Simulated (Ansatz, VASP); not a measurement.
GaP in VASP and in Ansatz

File INCAR:

```
PREC = Accurate ; ENCUT = 500
EDIFF = 1E-6 ; ISMEAR = 0
SIGMA = 0.02 ; LREAL = False
LASPH = True ; NELM = 120
ALGO = Normal ; ISIF = 2
LWAVE = False ; LCHARG = False
GGA = PE ; NBANDS = 16
GGA_COMPAT = False
```

KPOINTS

```
Automatic mesh
0
Gamma
  8 8 8
```

The input POSCAR:

```
GaP
1.0
    0.0000000000      2.7532933682      2.7532933682
    2.7532933682      0.0000000000      2.7532933682
    2.7532933682      2.7532933682      0.0000000000
Ga P
1 1
Direct
    0.0000000000      0.0000000000      0.0000000000
    0.2500000000      0.2500000000      0.2500000000
```

Input for Ansatz:

```yaml
crystal:
  lattice:
    - [0.0, 2.7532933682, 2.7532933682]
    - [2.7532933682, 0.0, 2.7532933682]
    - [2.7532933682, 2.7532933682, 0.0]
  atoms:
    - { symbol: Ga, position: [0.0, 0.0, 0.0] }
    - { symbol: P, position: [0.25, 0.25, 0.25] }
basis:
  ecutwfc: 600.0
kpoints:
  mp_grid: { grid: [8, 8, 8] }
  band_path:
    path:
      - [[0.0, 0.0, 0.0], [-0.5, -0.5, 0.0], [-0.375, -0.375, 0.25]]
      - [[-0.375, 0.0, 0.375], [0.0, 0.0, 0.0], [0.0, 0.0, 0.5], [-0.5, -0.25, 0.25], [-0.5, -0.5, 0.0]]
    npoints: 10
hamiltonian:
  xc: pbe
  pseudopotentials: { kind: paw, azcp: { folder: soft_1 } }
scf:
  occupations: { method: gaussian, width: 0.02 }
  n_extra_bands: 7
output:
  forces: true
  stress: true
  eigenvalues: true
```

Alike in both runs: task single point; functional PBE; k mesh 8 × 8 × 8; occupations gaussian, width 0.02 eV; no spin polarisation.

```csv
,VASP,Ansatz
version,VASP 6.6.1,Ansatz 0.2.0
potentials or method,"VASP PAW PBE potentials, release 64 (Ga_d, P), cutoff 500 eV","scalar-relativistic, plane waves, PAW"
valence electrons in the cell,18,18
```

```csv
,VASP,Ansatz,Ansatz less VASP
gap on the k mesh at the Fermi level (eV),1.57,1.58,+0.005
least direct gap on the mesh (eV),1.57,1.58,+0.005
pressure (GPa),-0.1,0.0,+0.10
```

With one functional, cell and mesh, what is left measures potentials, basis and numerics.
